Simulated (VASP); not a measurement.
# Ga3O2 (Fmm2) in VASP: notebook, part 2 of 3

VASP 6.6.1. Earlier steps stand in the parts before.

### 4 Relaxation of cell and atoms, PBE

This run uses another cell than the first one, of 17.44 Å³/atom, 1.077 times its volume.

Contents of INCAR:

```
  PREC = Accurate
  ENCUT = 600
  EDIFF = 1E-6
  ISMEAR = 0
  SIGMA = 0.1
  LREAL = False
  LASPH = True
  NELM = 60
  ALGO = Normal
  ISIF = 3
  LWAVE = False
  LCHARG = False
  GGA = PE
  IBRION = 2
  NSW = 90
  EDIFFG = -0.04
```

Contents of KPOINTS:

```
regular mesh
0
Gamma
  4 4 4
```

Contents of POSCAR:

```
Ga3O2
1.0
    0.0000000000      3.6398816600      3.3475846800
    3.5778551200      0.0000000000      3.3475846800
    3.5778551200      3.6398816600      0.0000000000
Ga O
3 2
Direct
    0.1219968700      0.1219968700      0.8780031300
    0.4366664600      0.4366664600      0.0633335400
    0.9366664600      0.9366664600      0.5633335400
    0.7709920800      0.9842611100      0.2290079200
    0.9842611100      0.7709920800      0.0157388900
```

Potentials or basis: VASP PAW PBE potentials, release 64 (Ga_d, O).

The run is started by

```console
> cat potpaw_PBE.64/Ga_d/POTCAR potpaw_PBE.64/O/POTCAR > POTCAR
> mpirun -np 1 vasp_std > vasp.out
```

OUTCAR:

```text
PREC = Accurate
   ENCUT = 600
   EDIFF = 1E-6
   ISMEAR = 0
   LREAL = False
   LASPH = True
   NELM = 60
   ISIF = 3
   GGA = PE
   IBRION = 2
   NSW = 90
   EDIFFG = -0.04

 ion  position               nearest neighbor table
   1  0.122  0.122  0.878-   4 1.81   5 1.81   3 2.84   3 2.84   2 2.84   2 2.84
   2  0.437  0.437  0.063-   4 2.13   5 2.13   1 2.84   1 2.84
   3  0.937  0.937  0.563-   4 2.13   5 2.13   1 2.84   1 2.84
   4  0.771  0.984  0.229-   5 1.53   1 1.81   3 2.13   2 2.13
   5  0.984  0.771  0.016-   4 1.53   1 1.81   3 2.13   2 2.13

  LATTYP: Found a face centered orthorhombic cell.
 ALAT       =     6.6951693600
 B/A-ratio  =     1.0687870396
 C/A-ratio  =     1.0873157837

  Lattice vectors:

 A1 = (   3.5778551200,   3.6398816600,   0.0000000000)
 A2 = (   0.0000000000,   3.6398816600,   3.3475846800)
 A3 = (   3.5778551200,   0.0000000000,   3.3475846800)

Analysis of symmetry for initial positions (statically):
=====================================================================
 Subroutine PRICEL returns:
 Original cell was already a primitive cell.

 Routine SETGRP: Setting up the symmetry group for a
 face centered orthorhombic supercell.

 Subroutine GETGRP returns: Found  4 space group operations
 (whereof  4 operations were pure point group operations)
 out of a pool of  8 trial point group operations.

The static configuration has the point symmetry C_2v.

Analysis of symmetry for dynamics (positions and initial velocities):
=====================================================================
 Subroutine PRICEL returns:
 Original cell was already a primitive cell.

 Routine SETGRP: Setting up the symmetry group for a
 face centered orthorhombic supercell.

 Subroutine GETGRP returns: Found  4 space group operations
 (whereof  4 operations were pure point group operations)
 out of a pool of  8 trial point group operations.

The dynamic configuration has the point symmetry C_2v.

 Subroutine INISYM returns: Found  4 space group operations
 (whereof  4 operations are pure point group operations),
 and found     1 'primitive' translations

----------------------------------------------------------------------------------------

                                     Primitive cell

  volume of cell :      87.1910

  direct lattice vectors                    reciprocal lattice vectors
     0.000000000  3.639881660  3.347584680    -0.139748532  0.137367103  0.149361420
     3.577855120  0.000000000  3.347584680     0.139748532 -0.137367103  0.149361420
     3.577855120  3.639881660  0.000000000     0.139748532  0.137367103 -0.149361420

  length of vectors
     4.945205930  4.899731671  5.103899074     0.246390355  0.246390355  0.246390355

  position of ions in fractional coordinates (direct lattice)
     0.121996870  0.121996870  0.878003130
     0.436666460  0.436666460  0.063333540
     0.936666460  0.936666460  0.563333540
     0.770992080  0.984261110  0.229007920
     0.984261110  0.770992080  0.015738890

  ion indices of the primitive-cell ions
   primitive index   ion index
                 1           1
                 2           2
                 3           3
                 4           4
                 5           5

----------------------------------------------------------------------------------------

 KPOINTS: regular mesh

Automatic generation of k-mesh.
 Grid dimensions read from file:
 generate k-points for:    4    4    4

 Generating k-lattice:

  Cartesian coordinates                     Fractional coordinates (reciprocal lattice)
    -0.034937133  0.034341776  0.037340355     0.250000000 -0.000000000  0.000000000
     0.034937133 -0.034341776  0.037340355    -0.000000000  0.250000000  0.000000000
     0.034937133  0.034341776 -0.037340355     0.000000000  0.000000000  0.250000000

  Length of vectors
     0.061597589  0.061597589  0.061597589

  Shift w.r.t. Gamma in fractional coordinates (k-lattice)
     0.000000000  0.000000000  0.000000000

 Subroutine IBZKPT returns following result:
 ===========================================

 Found     18 irreducible k-points:

 Following reciprocal coordinates:
            Coordinates               Weight
  0.000000  0.000000  0.000000      1.000000
  0.250000 -0.000000  0.000000      8.000000
  0.500000 -0.000000  0.000000      4.000000
  0.250000  0.250000  0.000000      2.000000
  0.500000  0.250000  0.000000      8.000000
 -0.250000  0.250000  0.000000      4.000000
[... 10 lines left out ...]
 -0.250000  0.250000  0.500000      2.000000
  0.000000  0.500000  0.500000      1.000000
   k-points           NKPTS =     18   k-points in BZ     NKDIM =     18   number of bands    NBANDS=     30
   number of dos      NEDOS =    301   number of ions     NIONS =      5
   total plane-waves  NPLWV =  67200
   dimension x,y,z NGX =    40 NGY =   40 NGZ =   42
   dimension x,y,z NGXF=    80 NGYF=   80 NGZF=   84
   ions per type =               3   2
   NGX,Y,Z   is equivalent  to a cutoff of  13.45, 13.57, 13.68 a.u.
   NGXF,Y,Z  is equivalent  to a cutoff of  26.89, 27.14, 27.36 a.u.
 SYSTEM =  unknown system
   PREC   = accura    normal or accurate (medium, high low for compatibility)
   ISTART =      0    job   : 0-new  1-cont  2-samecut
   ICHARG =      2    charge: 1-file 2-atom 10-const
   ISPIN  =      1    spin polarized calculation?
   LNONCOLLINEAR =      F non collinear calculations
   LSORBIT =      F    spin-orbit coupling
   LASPH  =      T    aspherical Exc in radial PAW
   ENCUT  =  600.0 eV  44.10 Ry    6.64 a.u.   9.88  9.79 10.19*2*pi/ulx,y,z
   NELM   =     60;   NELMIN=  2; NELMDL= -5     # of ELM steps
   EDIFF  = 0.1E-05   stopping-criterion for ELM
   LREAL  =      F    real-space projection
   EDIFFG = -.4E-01   stopping-criterion for IOM
   NSW    =     90    number of steps for IOM
   IBRION =      2    ionic relax: 0-MD 1-quasi-New 2-CG
   NFREE  =      1    steps in history (QN), initial steepest desc. (CG)
   ISIF   =      3    stress and relaxation
   ISYM   =      2    0-nonsym 1-usesym 2-fastsym
   POTIM  = 0.5000    time-step for ionic-motion
   TEBEG  =    0.0;   TEEND  =   0.0 temperature during run
   PSTRESS=    0.0 pullay stress
   NELECT =      51.0000    total number of electrons
   NUPDOWN=      -1.0000    fix difference up-down
   EMIN   =  10.00;   EMAX   =-10.00  energy-range for DOS
   EFERMI =   0.00;   METHOD = LEGACY
   ISMEAR =     0;   SIGMA  =   0.10  broadening in eV -4-tet -1-fermi 0-gaus
   EFERMI_NEDOS =   21; number of points for ismear=-14 and -15
   IALGO  =     38    algorithm
   IMIX   =      4    mixing-type and parameters
     AMIX     =   0.40;   BMIX     =  1.00
     AMIX_MAG =   1.60;   BMIX_MAG =  1.00
  volume/ion in A,a.u.               =      17.44       117.68
  Fermi-wavevector in a.u.,A,eV,Ry     =   1.369118  2.587259 25.503922  1.874485
  Thomas-Fermi vector in A             =   2.495022
   LORBIT       =      0    0 simple, 1 ext, 2 COOP (PROOUT), +10 PAW based schemes
   GGA     = PE    functional components
   LHFCALC =     F    Hartree Fock is set to
   AEXX    =    0.0000 exact exchange contribution
   IVDW    =     0    specifies the selected vdW correction
   LEPSILON=     F    determine dielectric tensor
   LRPA    =     F    only Hartree local field effects (RPA)
 conjugate gradient relaxation of ions
 non-spin polarized calculation
 Gauss-broadening in eV      SIGMA  =   0.10
  energy-cutoff  :      600.00
  volume of cell :       87.19
 maximum number of plane-waves:      2930
   NGX = 19   NGY = 19   NGZ = 21

--------------------------------------- Ionic step        1  -------------------------------------------

 number of electron      51.0000005 magnetization

 Free energy of the ion-electron system (eV)
  ---------------------------------------------------
  ext. energy  EPLUGINS =         0.00000000
  ---------------------------------------------------
  free energy    TOTEN  =       -17.26016881 eV

  energy without entropy =      -17.25155316  energy(sigma->0) =      -17.25586099

------------------------ aborting loop because EDIFF is reached ----------------------------------------

  FORCE on cell =-STRESS in cart. coord.  units (eV):
  Direction    XX          YY          ZZ          XY          YZ          ZX
  --------------------------------------------------------------------------------------
  -------------------------------------------------------------------------------------
  Total        9.8565327      7.6999564      7.9439088      0.0000000      0.0000000      0.0000000
  in kB      181.1186485    141.4904949    145.9732409      0.0000000      0.0000000      0.0000000
  external PRESSURE =     156.1941281 kB  Pullay stress =       0.0000000 kB
[... 1303 lines left out ...]
     29       8.8646      0.00000
     30      10.7302      0.00000

[... ionic steps 4 to 45 ...]

--------------------------------------- Ionic step       46  -------------------------------------------

 number of electron      50.9999993 magnetization

------------------------ aborting loop because EDIFF is reached ----------------------------------------
[... 73 lines left out ...]
--------------------------------------- Ionic step       48  -------------------------------------------

 number of electron      50.9999993 magnetization

 Free energy of the ion-electron system (eV)
  ---------------------------------------------------
  ext. energy  EPLUGINS =         0.00000000
  ---------------------------------------------------
  free energy    TOTEN  =       -23.43823600 eV

  energy without entropy =      -23.43384619  energy(sigma->0) =      -23.43604110

 E-fermi :   3.8261     XC(G=0): -10.0941

 val. band max:        3.7056958831   @ k =   0.5000  -0.0000   0.2500
 cond. band min:       3.8782604997   @ k =   0.0000   0.0000   0.0000
 fundamental gap:      0.1725646166
 Fermi energy:         3.8260917800
[... 624 lines left out ...]
  FREE ENERGIE OF THE ION-ELECTRON SYSTEM (eV)
  ---------------------------------------------------
  free  energy   TOTEN  =       -23.4382359966 eV

  energy  without entropy=      -23.4338461948  energy(sigma->0) =      -23.43604110

 reached required accuracy - stopping structural energy minimisation
```

Wall time 18 min (1 thread of Intel Xeon 6975P-C (Granite Rapids), shared host); peak memory 0.28 GiB.

What came out:

```
Free energy                            : -23.4382 eV
Relaxed volume                         : 16.17 Å³/atom
Relaxed cell                           : a = 5.176 Å, b = 5.293 Å, c = 4.382 Å, α = 63.87°, β = 66.65°, γ = 49.47°
Space group after relaxing (to 0.05 Å) : Fmm2 (No. 42)
Energy gained by relaxing              : 1235.6 meV/atom
Ionic steps                            : 48
Pressure after relaxing                : 0.1 GPa
Largest force after relaxing           : 0.025 eV/Å
```

Forces in eV/Å, atoms in the order of the input:
```
Ga   0.000  0.000 -0.016
Ga   0.000  0.000 -0.011
Ga   0.000  0.000 -0.011
O    0.017  0.000  0.019
O   -0.017  0.000  0.019
```

Stress tensor (GPa, compression positive):
```
-0.01  0.00  0.00
 0.00  0.02  0.00
 0.00  0.00  0.19
```

Step by step:
| step | energy change (eV) | largest force (eV/Å) | pressure (GPa) | volume (Å³) |
| --- | --- | --- | --- | --- |
| 1 | 0.0000 | 7.3865 | 15.62 | 87.19 |
| 3 | -1.6356 | 1.9128 | -3.23 | 99.75 |
| 5 | -3.4686 | 0.9039 | -2.13 | 89.27 |
| 7 | -3.5930 | 0.2645 | 0.52 | 87.00 |
| 9 | -3.7430 | 0.4485 | -1.13 | 87.61 |
| 11 | -3.8976 | 0.6758 | -1.38 | 85.93 |
| 13 | -3.9821 | 0.6063 | 0.82 | 83.29 |
| 15 | -4.0783 | 0.7619 | 1.75 | 83.72 |
| 17 | -4.1863 | 0.3167 | -0.97 | 87.53 |
| 19 | -4.2229 | 0.2972 | -1.25 | 88.36 |
| 21 | -4.2834 | 0.3813 | 2.74 | 84.06 |
| 23 | -4.3390 | 0.3809 | 3.04 | 83.60 |
| 25 | -4.5256 | 1.1326 | 3.02 | 81.29 |
| 27 | -4.6180 | 1.3518 | 0.83 | 82.07 |
| 29 | -4.8558 | 1.2680 | -0.63 | 83.39 |
| 31 | -5.1541 | 1.6681 | -0.60 | 83.57 |
| 33 | -5.5047 | 0.9720 | 2.52 | 81.84 |
| 35 | -4.8417 | 5.2202 | 5.25 | 89.96 |
| 37 | -5.9581 | 1.0465 | -1.97 | 88.36 |
| 39 | -6.0844 | 0.7017 | -1.86 | 86.22 |
| 41 | -6.1655 | 0.0913 | -0.92 | 82.23 |
| 43 | -6.1735 | 0.1520 | 0.68 | 80.37 |
| 45 | -6.1771 | 0.0646 | 0.11 | 80.80 |
| 47 | -6.1777 | 0.0950 | -0.06 | 80.91 |
| 48 | -6.1781 | 0.0250 | 0.07 | 80.86 |

Final structure:
```
CELL_PARAMETERS angstrom
0.00000 2.99823 4.21929
3.19604 0.00000 4.21929
3.19604 2.99823 0.00000
ATOMIC_POSITIONS crystal
Ga 0.14073 0.14073 0.85927
Ga 0.33101 0.33101 0.16899
Ga 0.83101 0.83101 0.66899
O 0.75930 0.18853 0.24070
O 0.18853 0.75930 0.81147
```

Caveat: the k points lie up to 0.40 Å⁻¹ apart in the final cell; an odd number of electrons without spin polarisation forces a metal; a magnetic or distorted state may lie lower.

[end of part 2 of 3]
